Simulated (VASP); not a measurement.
## BN: single point with r2SCAN

BN:

```
B N
1.0
     1.80481   -1.80481    0.00000
     1.80481    0.00000   -1.80481
     7.65227    7.65227    7.65227
B N
6 6
Cartesian
  4.6622 1.0526 2.8574
  2.8574 1.0526 1.0526
  6.4670 2.8574 2.8574
  10.0766 4.6622 4.6622
  6.4670 4.6622 4.6622
  2.8574 -0.7522 -0.7522
  5.5646 1.9550 1.9550
  1.9550 1.9550 1.9550
  5.5646 3.7598 3.7598
  9.1742 5.5646 5.5646
  5.5646 5.5646 5.5646
  1.9550 0.1502 0.1502
```

This cell differs from its parent crystal: the distance across one plane changed.

| Item | Value |
| --- | --- |
| Program | VASP 6.6.1 |
| Task | single point |
| Functional | r2SCAN |
| Potentials or basis | VASP PAW PBE potentials, release 64 (B, N) |
| Cutoff | 520 eV |
| k mesh | 10 × 10 × 2 |
| Occupations | gaussian, width 0.05 eV |
| Spin | no spin polarisation |

```
Pressure               : -6.1 GPa
Largest force          : 2.731 eV/Å
Band gap on the k mesh : 2.37 eV (least direct gap 3.58 eV)
```

Forces in eV/Å, atoms in the order of the input:
```
B    0.351  0.351  0.351
B    0.430  0.430  0.430
B    0.346  0.346  0.346
B    1.577  1.577  1.577
B    0.373  0.373  0.373
B   -0.718 -0.718 -0.718
N   -0.347 -0.347 -0.347
N   -0.364 -0.364 -0.364
N   -0.349 -0.349 -0.349
N    0.568  0.568  0.568
N   -0.449 -0.449 -0.449
N   -1.418 -1.418 -1.418
```

Stress tensor (GPa, compression positive):
```
-6.10 -4.93 -4.93
-4.93 -6.10 -4.93
-4.93 -4.93 -6.10
```

Levels at points of the mesh, in eV from the valence-band top:
```tsv
k point	band 20	band 21	band 22	band 23	band 24	band 25	band 26	band 27	band 28	band 29
(0.00, 0.00, 0.00)	-1.40	-1.40	-1.04	0.00	0.00	3.58	7.61	7.61	7.97	8.12
(0.50, 0.00, 0.00)	-4.71	-4.17	-3.83	-2.42	-1.89	2.37	4.31	5.38	6.27	7.69
(0.00, 0.00, 0.50)	-1.52	-1.40	-1.40	0.00	0.00	3.69	7.62	7.62	7.98	8.13
(0.50, 0.00, 0.50)	-4.73	-4.02	-3.82	-2.43	-1.95	2.46	4.12	5.45	6.55	7.20
```

It took 8.5 min on 1 thread of AMD EPYC 7R13, on a shared host, peak memory 0.19 GiB.

Caveat: the cell differs from its parent crystal (the distance across one plane changed); the cell stands under tension; the PAW data sets were made with another functional, which shifts forces and pressure a little. A k mesh can miss the band edges.
